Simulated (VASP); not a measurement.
# H14CO8 in VASP: single point with PBE

Aim: the single point of H14CO8 with PBE.

Everything below comes from runs of VASP 6.6.1. Logs are shortened: lines on timing, memory, paths and dates and some standing lists are left out, and cuts for length are marked.

### Step 1. The cell of the first run

The cell holds a disordered packing, 23 atoms: a = 6.240 Å, b = 6.240 Å, c = 6.240 Å, α = 90.00°, β = 90.00°, γ = 90.00°.

### Step 2. Single point, PBE

INCAR

```
SYSTEM = H14CO8
  PREC = Accurate
  ENCUT = 1000
  EDIFF = 1E-6
  ISMEAR = -1
  SIGMA = 0.05
  LREAL = Auto
  LASPH = .TRUE.
  NELM = 120
  ALGO = Normal
  ISIF = 2
  LWAVE = .FALSE.
  LCHARG = .TRUE.
  GGA = PE
  LELF = .TRUE.
  LVHAR = .TRUE.
  NBANDS = 50
  GGA_COMPAT = .FALSE.
```

KPOINTS

```
Automatic mesh
0
G
  1 1 1
  0 0 0
```

POSCAR

```
H14CO8
1.0
    6.2402510000      0.0000000000      0.0000000000
    0.0000000000      6.2402510000      0.0000000000
    0.0000000000      0.0000000000      6.2402510000
O H C
8 14 1
Direct
    0.7083259030      0.2500230109      0.7322591387
    0.4324757817      0.8251332331      0.3153328202
   -0.0131954407      0.5108004506      0.9446650860
    0.7079696209      0.8706072893      0.9484266910
    0.2812686853      0.8178025669     -0.1267689888
    0.5371140598      0.3902670266      0.3247148748
    0.0298715425     -0.0513699699      0.5111874052
    0.1231544482      0.2208736231      0.2855751024
    0.5895061680      0.3006234540      0.8197427951
    0.7303135701      0.1009234508      0.7859340530
    0.5478164344      0.8682740634      0.2178697419
    0.4643953203      0.6701456453      0.3339530355
   -0.0958367041      0.4104621406      0.8523503940
    0.0209203950      0.4268179163      1.0735698635
    0.8072825863      0.7473358144      0.9501883774
    0.5701549540      0.8154064458      0.8922001553
    0.2895660393      0.8535160227      0.0271562143
    0.1843313062      0.6916938967     -0.1265234389
    0.3983607603      0.3149972669      0.3211626799
    0.6045389056      0.3375607670      0.4569531170
    0.1794826538     -0.0504172265      0.5673041491
   -0.1699176566      0.0699529720      0.2931508473
   -0.0037412335      0.0871997399      0.3556612859
```

Potentials or basis: VASP PAW PBE potentials, release 64 (O_h, H_h, C_h).

On the command line:

```
> cat potpaw_PBE.64/O_h/POTCAR potpaw_PBE.64/H_h/POTCAR potpaw_PBE.64/C_h/POTCAR > POTCAR
> mpirun -np 1 vasp_gam > vasp.out
```

OUTCAR:

```text
SYSTEM = H14CO8
   PREC = Accurate
   ENCUT = 1000
   EDIFF = 1E-6
   ISMEAR = -1
   LREAL = Auto
   LASPH = .TRUE.
   NELM = 120
   ISIF = 2
   GGA = PE

 ion  position               nearest neighbor table
   1  0.708  0.250  0.732-   9 0.97  10 1.00
   2  0.432  0.825  0.315-  11 0.98  12 0.99
   3  0.987  0.511  0.945-  14 0.98  13 0.99
   4  0.708  0.871  0.948-  15 0.99  16 0.99
   5  0.281  0.818  0.873-  17 0.99  18 0.99
   6  0.537  0.390  0.325-  20 0.98  19 0.99
   7  0.030  0.949  0.511-  21 1.00  23 1.32
   8  0.123  0.221  0.286-  23 1.23
   9  0.590  0.301  0.820-   1 0.97
  10  0.730  0.101  0.786-   1 1.00
  11  0.548  0.868  0.218-   2 0.98
  12  0.464  0.670  0.334-   2 0.99
  13  0.904  0.410  0.852-   3 0.99
  14  0.021  0.427  0.074-   3 0.98
  15  0.807  0.747  0.950-   4 0.99
  16  0.570  0.815  0.892-   4 0.99
  17  0.290  0.854  0.027-   5 0.99
  18  0.184  0.692  0.873-   5 0.99
  19  0.398  0.315  0.321-   6 0.99
  20  0.605  0.338  0.457-   6 0.98
  21  0.179  0.950  0.567-   7 1.00
  22  0.830  0.070  0.293-  23 1.11
  23  0.996  0.087  0.356-  22 1.11   8 1.23   7 1.32

  LATTYP: Found a simple cubic cell.
 ALAT       =     6.2402510000

  Lattice vectors:

 A1 = (   6.2402510000,   0.0000000000,   0.0000000000)
 A2 = (   0.0000000000,   6.2402510000,   0.0000000000)
 A3 = (   0.0000000000,   0.0000000000,   6.2402510000)

Analysis of symmetry for initial positions (statically):
=====================================================================
 Subroutine PRICEL returns:
 Original cell was already a primitive cell.

 Routine SETGRP: Setting up the symmetry group for a
 simple cubic supercell.

 Subroutine GETGRP returns: Found  1 space group operations
 (whereof  1 operations were pure point group operations)
 out of a pool of 48 trial point group operations.

The static configuration has the point symmetry C_1 .

Analysis of symmetry for dynamics (positions and initial velocities):
=====================================================================
 Subroutine PRICEL returns:
 Original cell was already a primitive cell.

 Routine SETGRP: Setting up the symmetry group for a
 simple cubic supercell.

 Subroutine GETGRP returns: Found  1 space group operations
 (whereof  1 operations were pure point group operations)
 out of a pool of 48 trial point group operations.

The dynamic configuration has the point symmetry C_1 .

 Subroutine INISYM returns: Found  1 space group operations
 (whereof  1 operations are pure point group operations),
 and found     1 'primitive' translations

----------------------------------------------------------------------------------------

                                     Primitive cell

  volume of cell :     242.9999

  direct lattice vectors                    reciprocal lattice vectors
     6.240251000  0.000000000  0.000000000     0.160249964  0.000000000  0.000000000
     0.000000000  6.240251000  0.000000000     0.000000000  0.160249964  0.000000000
     0.000000000  0.000000000  6.240251000     0.000000000  0.000000000  0.160249964

  length of vectors
     6.240251000  6.240251000  6.240251000     0.160249964  0.160249964  0.160249964

  position of ions in fractional coordinates (direct lattice)
     0.708325903  0.250023011  0.732259139
     0.432475782  0.825133233  0.315332820
     0.986804559  0.510800451  0.944665086
     0.707969621  0.870607289  0.948426691
     0.281268685  0.817802567  0.873231011
     0.537114060  0.390267027  0.324714875
[... 15 lines left out ...]
     0.830082343  0.069952972  0.293150847
     0.996258766  0.087199740  0.355661286

  ion indices of the primitive-cell ions
   primitive index   ion index
                 1           1
                 2           2
                 3           3
                 4           4
                 5           5
                 6           6
[... 15 lines left out ...]
                22          22
                23          23

----------------------------------------------------------------------------------------

 KPOINTS: Automatic mesh

Automatic generation of k-mesh.
 Grid dimensions read from file:
 generate k-points for:    1    1    1

 Generating k-lattice:

  Cartesian coordinates                     Fractional coordinates (reciprocal lattice)
     0.160249964  0.000000000  0.000000000     1.000000000  0.000000000  0.000000000
     0.000000000  0.160249964  0.000000000     0.000000000  1.000000000  0.000000000
     0.000000000  0.000000000  0.160249964     0.000000000  0.000000000  1.000000000

  Length of vectors
     0.160249964  0.160249964  0.160249964

  Shift w.r.t. Gamma in fractional coordinates (k-lattice)
     0.000000000  0.000000000  0.000000000

 Subroutine IBZKPT returns following result:
 ===========================================

 Found      1 irreducible k-points:

 Following reciprocal coordinates:
            Coordinates               Weight
  0.000000  0.000000  0.000000      1.000000
   k-points           NKPTS =      1   k-points in BZ     NKDIM =      1   number of bands    NBANDS=     50
   number of dos      NEDOS =    301   number of ions     NIONS =     23
   total plane-waves  NPLWV = 262144
   dimension x,y,z NGX =    64 NGY =   64 NGZ =   64
   dimension x,y,z NGXF=   128 NGYF=  128 NGZF=  128
   ions per type =               8  14   1
   NGX,Y,Z   is equivalent  to a cutoff of  17.05, 17.05, 17.05 a.u.
   NGXF,Y,Z  is equivalent  to a cutoff of  34.10, 34.10, 34.10 a.u.
 SYSTEM =  H14CO8
   PREC   = accura    normal or accurate (medium, high low for compatibility)
   ISTART =      0    job   : 0-new  1-cont  2-samecut
   ICHARG =      2    charge: 1-file 2-atom 10-const
   ISPIN  =      1    spin polarized calculation?
   LNONCOLLINEAR =      F non collinear calculations
   LSORBIT =      F    spin-orbit coupling
   LASPH  =      T    aspherical Exc in radial PAW
   ENCUT  = 1000.0 eV  73.50 Ry    8.57 a.u.  16.09 16.09 16.09*2*pi/ulx,y,z
   NELM   =    120;   NELMIN=  2; NELMDL= -5     # of ELM steps
   EDIFF  = 0.1E-05   stopping-criterion for ELM
   LREAL  =      T    real-space projection
   EDIFFG = 0.1E-04   stopping-criterion for IOM
   NSW    =      0    number of steps for IOM
[... 5 lines left out ...]
   TEBEG  =    0.0;   TEEND  =   0.0 temperature during run
   PSTRESS=    0.0 pullay stress
   NELECT =      66.0000    total number of electrons
   NUPDOWN=      -1.0000    fix difference up-down
   EMIN   =  10.00;   EMAX   =-10.00  energy-range for DOS
   EFERMI =   0.00;   METHOD = LEGACY
   ISMEAR =    -1;   SIGMA  =   0.05  broadening in eV -4-tet -1-fermi 0-gaus
   EFERMI_NEDOS =   21; number of points for ismear=-14 and -15
   IALGO  =     38    algorithm
   IMIX   =      4    mixing-type and parameters
     AMIX     =   0.40;   BMIX     =  1.00
     AMIX_MAG =   1.60;   BMIX_MAG =  1.00
  volume/ion in A,a.u.               =      10.57        71.30
  Fermi-wavevector in a.u.,A,eV,Ry     =   1.060199  2.003486 15.293249  1.124022
  Thomas-Fermi vector in A             =   2.195572
   LORBIT       =      0    0 simple, 1 ext, 2 COOP (PROOUT), +10 PAW based schemes
   GGA     = PE    functional components
   LHFCALC =     F    Hartree Fock is set to
   AEXX    =    0.0000 exact exchange contribution
   IVDW    =     0    specifies the selected vdW correction
   LEPSILON=     F    determine dielectric tensor
   LRPA    =     F    only Hartree local field effects (RPA)
 non-spin polarized calculation
  energy-cutoff  :     1000.00
  volume of cell :      243.00
 maximum number of plane-waves:      8683
   NGX = 33   NGY = 33   NGZ = 33

 number of electron      65.9999999 magnetization

 Free energy of the ion-electron system (eV)
  ---------------------------------------------------
  ext. energy  EPLUGINS =         0.00000000
  ---------------------------------------------------
  free energy    TOTEN  =      -118.50912985 eV

  energy without entropy =     -118.50912985  energy(sigma->0) =     -118.50912985

 E-fermi :  -1.8468     XC(G=0):  -6.8330

 val. band max:       -3.1288964071   @ k =   0.0000   0.0000   0.0000
 cond. band min:       1.9108853455   @ k =   0.0000   0.0000   0.0000
 fundamental gap:      5.0397817526
 Fermi energy:        -1.8468291100

 k-point     1 :       0.0000    0.0000    0.0000
  band No.  band energies     occupation
      1     -24.4627      2.00000
      2     -22.3455      2.00000
      3     -22.2739      2.00000
      4     -21.7377      2.00000
      5     -21.4860      2.00000
      6     -21.2572      2.00000
[... 37 lines left out ...]
     44       7.4423      0.00000
     45       7.7065      0.00000
 [bands above 45 left out]

------------------------ aborting loop because EDIFF is reached ----------------------------------------

  FORCE on cell =-STRESS in cart. coord.  units (eV):
  Direction    XX          YY          ZZ          XY          YZ          ZX
  --------------------------------------------------------------------------------------
  -------------------------------------------------------------------------------------
  Total        1.1804691      0.1127742     -0.4780223      0.4576084      0.7109536     -0.4708307
  in kB        7.7832150      0.7435569     -3.1517561      3.0171606      4.6875474     -3.1043396
  external PRESSURE =       1.7916720 kB  Pullay stress =       0.0000000 kB

 VOLUME and BASIS-vectors are now :
 -----------------------------------------------------------------------------
  energy-cutoff  :     1000.00
  volume of cell :      243.00
      direct lattice vectors                 reciprocal lattice vectors
     6.240251000  0.000000000  0.000000000     0.160249964  0.000000000  0.000000000
     0.000000000  6.240251000  0.000000000     0.000000000  0.160249964  0.000000000
     0.000000000  0.000000000  6.240251000     0.000000000  0.000000000  0.160249964

 POSITION                                       TOTAL-FORCE (eV/Angst)
 -----------------------------------------------------------------------------------
      4.42013      1.56021      4.56948        -0.026563      0.036385      0.012271
      2.69876      5.14904      1.96776         0.092764     -0.284721     -0.093482
      6.15791      3.18752      5.89495        -0.068934     -0.066002      0.001227
      4.41791      5.43281      5.91842        -0.082045      0.006242     -0.041752
      1.75519      5.10329      5.44918         0.028823     -0.020015      0.128046
      3.35173      2.43536      2.02630        -0.094208     -0.096158      0.196802
[... 15 lines left out ...]
      5.17992      0.43652      1.82933         0.253385      0.127740      0.034248
      6.21690      0.54415      2.21942        -0.031248      0.184006     -0.067959
 -----------------------------------------------------------------------------------
    total drift:                                0.002664     -0.000141     -0.003610

  FREE ENERGIE OF THE ION-ELECTRON SYSTEM (eV)
  ---------------------------------------------------
  free  energy   TOTEN  =      -118.5091298504 eV

  energy  without entropy=     -118.5091298504  energy(sigma->0) =     -118.50912985
```

It took 3 min on 1 thread of AMD EPYC, shared host; peak memory 0.48 GiB.

What came out:

* Free energy: -118.5091 eV
* Pressure: 0.2 GPa
* Largest force: 0.323 eV/Å

Forces in eV/Å, atoms in the order of the input:
```
O   -0.027  0.036  0.012
O    0.093 -0.285 -0.093
O   -0.069 -0.066  0.001
O   -0.082  0.006 -0.042
O    0.029 -0.020  0.128
O   -0.094 -0.096  0.197
O    0.264 -0.042  0.112
O   -0.247 -0.203  0.025
H   -0.021  0.007  0.006
H    0.015 -0.072  0.046
H    0.074  0.034  0.063
H   -0.082  0.203  0.012
H    0.025  0.041  0.036
H    0.028  0.006 -0.016
H   -0.003  0.003  0.012
H    0.069  0.009 -0.035
H   -0.099 -0.106 -0.184
H    0.083  0.066  0.011
H    0.125  0.073  0.003
H   -0.035  0.054 -0.085
H   -0.268  0.038 -0.177
H    0.253  0.128  0.034
C   -0.031  0.184 -0.068
```

Caveat: the k points lie up to 1.01 Å⁻¹ apart, too coarse for converged energies, forces and pressures.
